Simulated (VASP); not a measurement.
# NbSiSn (P4/nmm) in VASP: single point with PBE

Aim: the single point of NbSiSn with PBE.

Program: VASP 6.6.1. These are calculated values, not measurements. Logs are shortened: lines on timing, memory, paths and dates and some standing lists are left out, and cuts for length are marked.

## 1. The cell of the first run

Symmetry: P4/nmm, No. 129, tetragonal system. Conventional cell: a = 3.574 Å, b = 3.574 Å, c = 8.087 Å, α = 90.00°, β = 90.00°, γ = 90.00°. Sn (site symmetry 4mm) has 5 Nb at 2.74 to 2.88 Å and 8 Sn at 3.11 to 3.57 Å and 4 Si at 3.61 Å within 3.7 Å. Si (site symmetry -4m2) has 4 Si at 2.53 Å and 4 Nb at 2.73 Å within 3.3 Å. Within 3.6 Å of Nb (site symmetry 4mm) lie 4 Si at 2.73 Å and 5 Sn at 2.74 to 2.88 Å and 4 Nb at 3.57 Å.

## 2. Single point, PBE

The input, POSCAR:

```
NbSiSn
1.0
    3.5739380000      0.0000000000      0.0000000000
    0.0000000000      3.5739380000      0.0000000000
    0.0000000000      0.0000000000      8.0873290000
Sn Si Nb
2 2 2
Direct
    0.2500000000      0.2500000000      0.6117000000
    0.7500000000      0.7500000000      0.3883000000
    0.7500000000      0.2500000000      0.0000000000
    0.2500000000      0.7500000000      0.0000000000
    0.2500000000      0.2500000000      0.2558000000
    0.7500000000      0.7500000000      0.7442000000
```

The input, INCAR.step1:

```
SYSTEM = NbSiSn
PREC     = Accurate       ! precision mode
ENCUT    = 520            ! plane-wave cutoff, eV
EDIFF    = 1E-7           ! SCF threshold, eV
ISMEAR   = -1             ! smearing method
SIGMA    = 0.1            ! smearing width, eV
LREAL    = .FALSE.        ! projectors in reciprocal space
LASPH    = .TRUE.         ! aspherical terms in the spheres
NELM     = 60             ! most SCF steps
ALGO     = Normal         ! electronic algorithm
ISIF     = 2              ! what is computed and relaxed
LWAVE    = .FALSE.        ! write WAVECAR
LCHARG   = .TRUE.         ! write CHGCAR
LMAXMIX  = 4              ! l up to which the mixer works
GGA      = PE             ! functional
NBANDS   = 40             ! bands
```

The input, KPOINTS.step1:

```
Automatic mesh
0
G
  9 9 4
  0 0 0
```

The input, INCAR.step2:

```
SYSTEM = NbSiSn
PREC     = Accurate       ! precision mode
ENCUT    = 520            ! plane-wave cutoff, eV
EDIFF    = 1E-7           ! SCF threshold, eV
ISMEAR   = -5             ! smearing method
SIGMA    = 0.1            ! smearing width, eV
LREAL    = .FALSE.        ! projectors in reciprocal space
LASPH    = .TRUE.         ! aspherical terms in the spheres
NELM     = 60             ! most SCF steps
ALGO     = Normal         ! electronic algorithm
ISIF     = 2              ! what is computed and relaxed
LWAVE    = .FALSE.        ! write WAVECAR
LCHARG   = .FALSE.        ! write CHGCAR
LMAXMIX  = 4              ! l up to which the mixer works
GGA      = PE             ! functional
LORBIT   = 11             ! projections on sites
NBANDS   = 40             ! bands
NEDOS    = 2001           ! points of the DOS
ICHARG   = 11             ! starting density
```

The input, KPOINTS.step2:

```
Automatic mesh
0
G
  14 14 6
  0 0 0
```

Potentials or basis: VASP PAW PBE potentials, release 64 (Sn_d, Si, Nb_sv).

Launch:

```bash
$ cat potpaw_PBE.64/Sn_d/POTCAR potpaw_PBE.64/Si/POTCAR potpaw_PBE.64/Nb_sv/POTCAR > POTCAR
$ cp INCAR.step1 INCAR
$ cp KPOINTS.step1 KPOINTS
$ mpirun -np 1 vasp_std > vasp.out
$ cp INCAR.step2 INCAR
$ cp KPOINTS.step2 KPOINTS
$ mpirun -np 1 vasp_std > vasp.out
```

OUTCAR:

```text
SYSTEM = NbSiSn
   PREC = Accurate
   ENCUT = 520
   EDIFF = 1E-7
   ISMEAR = -5
   LREAL = .FALSE.
   LASPH = .TRUE.
   NELM = 60
   ISIF = 2
   GGA = PE
   LORBIT = 11
   ICHARG = 11

 ion  position               nearest neighbor table
   1  0.250  0.250  0.612-   6 2.74   6 2.74   6 2.74   6 2.74   5 2.88   2 3.11   2 3.11   2 3.11
                             2 3.11
   2  0.750  0.750  0.388-   5 2.74   5 2.74   5 2.74   5 2.74   6 2.88   1 3.11   1 3.11   1 3.11
                             1 3.11
   3  0.750  0.250  0.000-   4 2.53   4 2.53   4 2.53   4 2.53   6 2.73   6 2.73   5 2.73   5 2.73

   4  0.250  0.750  0.000-   3 2.53   3 2.53   3 2.53   3 2.53   5 2.73   6 2.73   6 2.73   5 2.73

   5  0.250  0.250  0.256-   3 2.73   4 2.73   4 2.73   3 2.73   2 2.74   2 2.74   2 2.74   2 2.74
                             1 2.88
   6  0.750  0.750  0.744-   3 2.73   4 2.73   3 2.73   4 2.73   1 2.74   1 2.74   1 2.74   1 2.74
                             2 2.88

  LATTYP: Found a simple tetragonal cell.
 ALAT       =     3.5739380000
 C/A-ratio  =     2.2628621425

  Lattice vectors:

 A1 = (   3.5739380000,   0.0000000000,   0.0000000000)
 A2 = (   0.0000000000,   3.5739380000,   0.0000000000)
 A3 = (   0.0000000000,   0.0000000000,   8.0873290000)

Analysis of symmetry for initial positions (statically):
=====================================================================
 Subroutine PRICEL returns:
 Original cell was already a primitive cell.

 Routine SETGRP: Setting up the symmetry group for a
 simple tetragonal supercell.

 Subroutine GETGRP returns: Found 16 space group operations
 (whereof  4 operations were pure point group operations)
 out of a pool of 16 trial point group operations.

The static configuration has the point symmetry C_2h.
 The point group associated with its full space group is D_4h.

Analysis of symmetry for dynamics (positions and initial velocities):
=====================================================================
 Subroutine PRICEL returns:
 Original cell was already a primitive cell.

 Routine SETGRP: Setting up the symmetry group for a
 simple tetragonal supercell.

 Subroutine GETGRP returns: Found 16 space group operations
 (whereof  4 operations were pure point group operations)
 out of a pool of 16 trial point group operations.

The dynamic configuration has the point symmetry C_2h.
 The point group associated with its full space group is D_4h.

 Subroutine INISYM returns: Found 16 space group operations
 (whereof  4 operations are pure point group operations),
 and found     1 'primitive' translations

[... 120 lines left out ...]
   EFERMI_NEDOS =   21; number of points for ismear=-14 and -15
   IALGO  =     38    algorithm
   IMIX   =      4    mixing-type and parameters
     AMIX     =   0.40;   BMIX     =  1.00
     AMIX_MAG =   1.60;   BMIX_MAG =  1.00
  volume/ion in A,a.u.               =      17.22       116.18
  Fermi-wavevector in a.u.,A,eV,Ry     =   1.380932  2.609583 25.945952  1.906974
  Thomas-Fermi vector in A             =   2.505763
   LORBIT       =     11    0 simple, 1 ext, 2 COOP (PROOUT), +10 PAW based schemes
   GGA     = PE    functional components
   LHFCALC =     F    Hartree Fock is set to
   AEXX    =    0.0000 exact exchange contribution
   IVDW    =     0    specifies the selected vdW correction
   LEPSILON=     F    determine dielectric tensor
   LRPA    =     F    only Hartree local field effects (RPA)
 non-spin polarized calculation
 Fermi weights with tetrahedron method with Bloechl corrections
  energy-cutoff  :      520.00
  volume of cell :      103.30
 maximum number of plane-waves:      2806
 NGX is ok and might be reduce to    28

 number of electron      62.0000001 magnetization

 Free energy of the ion-electron system (eV)
  ---------------------------------------------------
  ext. energy  EPLUGINS =         0.00000000
  ---------------------------------------------------
  free energy    TOTEN  =       -39.68413253 eV

  energy without entropy =      -39.68413253  energy(sigma->0) =      -39.68413253

 E-fermi :  10.9329     XC(G=0): -11.9381

 val. band max:       11.0100858130   @ k =   0.5000   0.0000   0.5000
 cond. band min:      10.9080617669   @ k =   0.5000   0.0000   0.3333
 fundamental gap:     -0.1020240461
 Fermi energy:        10.9328638820

 k-point     1 :       0.0000    0.0000    0.0000
  band No.  band energies     occupation
      1     -43.4249      2.00000
      2     -43.4243      2.00000
      3     -19.6035      2.00000
      4     -19.5866      2.00000
      5     -19.5204      2.00000
      6     -19.5204      2.00000
[... 1021 lines left out ...]
     39      15.6650      0.00000
     40      16.4520      0.00000

 [... further k-points ...]

------------------------ aborting loop because EDIFF is reached ----------------------------------------

  FORCE on cell =-STRESS in cart. coord.  units (eV):
  Direction    XX          YY          ZZ          XY          YZ          ZX
  --------------------------------------------------------------------------------------
  -------------------------------------------------------------------------------------
  Total        8.9843164      8.9843164      6.7259287     -0.0000000     -0.0000000      0.0000000
  in kB      139.3466342    139.3466342    104.3190689     -0.0000000     -0.0000000      0.0000000
  external PRESSURE =     127.6707791 kB  Pullay stress =       0.0000000 kB

 VOLUME and BASIS-vectors are now :
 -----------------------------------------------------------------------------
  energy-cutoff  :      520.00
  volume of cell :      103.30
      direct lattice vectors                 reciprocal lattice vectors
     3.573938000  0.000000000  0.000000000     0.279803399  0.000000000  0.000000000
     0.000000000  3.573938000  0.000000000     0.000000000  0.279803399  0.000000000
     0.000000000  0.000000000  8.087329000     0.000000000  0.000000000  0.123650219

 POSITION                                       TOTAL-FORCE (eV/Angst)
 -----------------------------------------------------------------------------------
      0.89348      0.89348      4.94702        -0.000000      0.000000     -0.336202
      2.68045      2.68045      3.14031         0.000000     -0.000000      0.336202
      2.68045      0.89348      0.00000         0.000000      0.000000      0.000000
      0.89348      2.68045      0.00000         0.000000      0.000000      0.000000
      0.89348      0.89348      2.06874        -0.000000     -0.000000     -3.289298
      2.68045      2.68045      6.01859        -0.000000      0.000000      3.289298
 -----------------------------------------------------------------------------------
    total drift:                                0.000000      0.000000      0.000000

  FREE ENERGIE OF THE ION-ELECTRON SYSTEM (eV)
  ---------------------------------------------------
  free  energy   TOTEN  =       -39.6841325304 eV

  energy  without entropy=      -39.6841325304  energy(sigma->0) =      -39.68413253

 total charge

# of ion       s       p       d       tot
------------------------------------------
    1        1.162   1.420  10.044  12.626
    2        1.162   1.420  10.044  12.626
    3        0.745   0.890   0.000   1.634
    4        0.745   0.890   0.000   1.634
    5        2.158   6.015   2.582  10.756
    6        2.158   6.015   2.582  10.756
--------------------------------------------------
tot          8.130  16.649  25.253  50.032
```

OUTCAR.step1:

```text
SYSTEM = NbSiSn
   PREC = Accurate
   ENCUT = 520
   EDIFF = 1E-7
   ISMEAR = -1
   LREAL = .FALSE.
[... 1278 lines left out ...]
      0.89348      2.68045      0.00000        -0.000000      0.000000      0.000000
      0.89348      0.89348      2.06874         0.000000     -0.000000     -3.287765
      2.68045      2.68045      6.01859        -0.000000     -0.000000      3.287765
 -----------------------------------------------------------------------------------
    total drift:                                0.000000      0.000000      0.000000

  FREE ENERGIE OF THE ION-ELECTRON SYSTEM (eV)
  ---------------------------------------------------
  free  energy   TOTEN  =       -39.7283274735 eV

  energy  without entropy=      -39.6313466123  energy(sigma->0) =      -39.67983704
```

Run time: 6.8 min. Hardware: 1 thread of Intel Xeon Platinum 8488C (Sapphire Rapids), shared host; peak memory 0.57 GiB.

Results:

| Item | Value |
| --- | --- |
| Valence electrons inside the program's atomic spheres | Sn 12.63; Si 1.63; Nb 10.76 |

Caveat: spin-orbit coupling is left out, which moves the levels of the heavy elements; tetrahedron occupations give inexact forces and stress in metals.
